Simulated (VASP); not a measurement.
A run of VASP 6.6.1:

INCAR

```
PREC = Accurate
ENCUT = 520
EDIFF = 1E-7
ISMEAR = 0
SIGMA = 0.1
LREAL = False
LASPH = True
NELM = 100
ALGO = Normal
ISIF = 2
LWAVE = False
LCHARG = False
LDIPOL = True
IDIPOL = 3
DIPOL = 0.5 0.5 0.500
GGA = PS
NBANDS = 51
```

File KPOINTS:

```
regular mesh
0
Gamma
  9 9 1
```

The input POSCAR:

```
Ge
1.0
    3.9969678637      0.0000000000      0.0000000000
   -1.9984839318      3.4614757081      0.0000000000
    0.0000000000      0.0000000000     22.4263442933
Ge
6
Direct
    0.3333333333      0.6666666667      0.3342245766
    0.6666666667      0.3333333333      0.3690852651
    0.6666666667      0.3333333333      0.4817593761
    0.3333333333      0.6666666667      0.5182406281
    0.3333333333      0.6666666667      0.6309147317
    0.6666666667      0.3333333333      0.6657754225
```

Potentials or basis: VASP PAW PBE potentials, release 64 (Ge_d).

Command:

```bash
$ cat potpaw_PBE.64/Ge_d/POTCAR > POTCAR
$ mpirun -np 1 vasp_std > vasp.out
```

Hardware: 1 thread of Intel(R) Xeon(R) Platinum 8488C (Sapphire Rapids), on a shared host.

Task: How long does it take, and how much memory?

Result: It took 5.5 min on 1 thread of Intel(R) Xeon(R) Platinum 8488C (Sapphire Rapids) (shared host), peak memory 0.44 GiB. Counts: scf iterations 25, k points 12.
